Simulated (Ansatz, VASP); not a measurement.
Two plane-wave programs on KCl

INCAR

```
  ALGO = Normal
  EDIFF = 1E-6
  ENCUT = 520
  GGA = PE
  ISIF = 2
  ISMEAR = -1
  LASPH = True
  LCHARG = False
  LREAL = False
  LWAVE = False
  NBANDS = 15
  NELM = 80
  PREC = Accurate
  SIGMA = 0.02
```

KPOINTS

```
k-points
0
Gamma
  8 8 8
```

The input POSCAR:

```
KCl
1.0
    0.0000000000      3.1448471213      3.0819501789
    3.1448471213      0.0000000000      3.0819501789
    3.1448471213      3.1448471213      0.0000000000
K Cl
1 1
Direct
    0.0000000000      0.0000000000      0.0000000000
    0.5000000000      0.5000000000      0.5000000000
```

Input for Ansatz:

```yaml
crystal:
  lattice:
    - [0.0, 3.1448471213, 3.0819501789]
    - [3.1448471213, 0.0, 3.0819501789]
    - [3.1448471213, 3.1448471213, 0.0]
  atoms:
    - { symbol: K, position: [0.0, 0.0, 0.0] }
    - { symbol: Cl, position: [0.5, 0.5, 0.5] }
kpoints:
  mp_grid: { grid: [8, 8, 8] }
  band_path:
    path:
      - [0.0, 0.0, 0.0]
      - [0.5, 0.0, 0.5]
      - [0.625, 0.25, 0.625]
      - [0.375, 0.375, 0.75]
      - [0.5, 0.5, 0.5]
      - [0.5, 0.25, 0.75]
    npoints: 1
hamiltonian:
  xc: pbe
scf:
  occupations: { method: fermi_dirac, width: 0.02 }
  n_extra_bands: 4
output:
  forces: true
  stress: true
  eigenvalues: true
```

Change from the starting cell: uniaxial_z strain -2.0%.

Alike in both runs: task single point; functional PBE; k mesh 8 × 8 × 8; occupations fermi-dirac, width 0.02 eV; no spin polarisation.

```csv
,VASP,Ansatz
version,VASP 6.6.1,Ansatz 0.2.0
potentials or method,"VASP PAW PBE potentials, release 64 (K_sv, Cl)","plane waves, PAW"
plane-wave cutoff (eV),520,420
valence electrons in the cell,16,16
```

Ansatz gave:

```
gap on the k mesh at the Fermi level (eV)                     : 5.25
pressure (GPa)                                                : 1.2
traceless stress, the component that is largest in VASP (GPa) : 0.59
```

Q: What did VASP give for the same quantities?

A: gap on the k mesh at the Fermi level (eV): 5.25; pressure (GPa): 1.3; traceless stress, the component that is largest in VASP (GPa): 0.60.
